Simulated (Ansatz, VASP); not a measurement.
## Two plane-wave programs on Li2O

```xyz
3
Lattice="0.0000 2.3131 2.3131 2.3131 0.0000 2.3131 2.3131 2.3131 0.0000" Properties=species:S:1:pos:R:3 pbc="T T T"
Li    3.4697    3.4697    3.4697
Li    1.1566    1.1566    1.1566
O     0.0000    0.0000    0.0000
```

Alike in both runs: functional PBE; k mesh 6 × 6 × 6; occupations gaussian, width 0.1 eV; no spin polarisation.

Ansatz relaxed the structure, and its values are those at the end. VASP's run is a single point on that final structure, the one shown.

|  | VASP | Ansatz |
| --- | --- | --- |
| version | VASP 6.6.1 | Ansatz 0.2.0 |
| potentials or method | VASP PAW PBE potentials, release 64 (Li_sv, O), cutoff 750 eV | scalar-relativistic, plane waves, PAW |
| valence electrons in the cell | 12 | 12 |

```csv
,VASP,Ansatz,Ansatz less VASP
gap on the k mesh at the Fermi level (eV),4.97,4.98,+0.013
least direct gap on the mesh (eV),5.23,5.23,0.000
pressure (GPa),-0.3,0.0,+0.34
```

Ansatz's warnings: force scf threshold loose, stress scf threshold loose.
